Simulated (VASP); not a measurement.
LiH:

```
Li H
1.0
     3.25583    0.00000    0.00000
    -1.62791    2.81963    0.00000
     0.00000    0.00000    4.06844
Li H
2 2
Cartesian
  0.0000 1.8798 -0.2543
  1.6279 0.9399 1.7799
  0.0000 1.8798 1.7800
  1.6279 0.9399 3.8142
```

Program: VASP 6.6.1. Alike in all runs: task single point; potentials or basis VASP PAW PBE potentials, release 64 (Li_sv, H); no spin polarisation; cell as given; cutoff (eV) 520; smearing gaussian 0.01 eV.

Problem. Order these runs on this cell by their band gap on the k mesh, lowest first.
A. level HSE06; k mesh 6 × 6 × 4; grid for exact exchange (PRECFOCK) Normal; screening parameter 0.2079 1/Å
B. level r2SCAN; k mesh 9 × 9 × 6
C. level PBE; k mesh 9 × 9 × 6

Solution. C (1.83 eV), B (2.30 eV), A (2.73 eV).

A k mesh can miss the band edges, odd and even meshes differently.
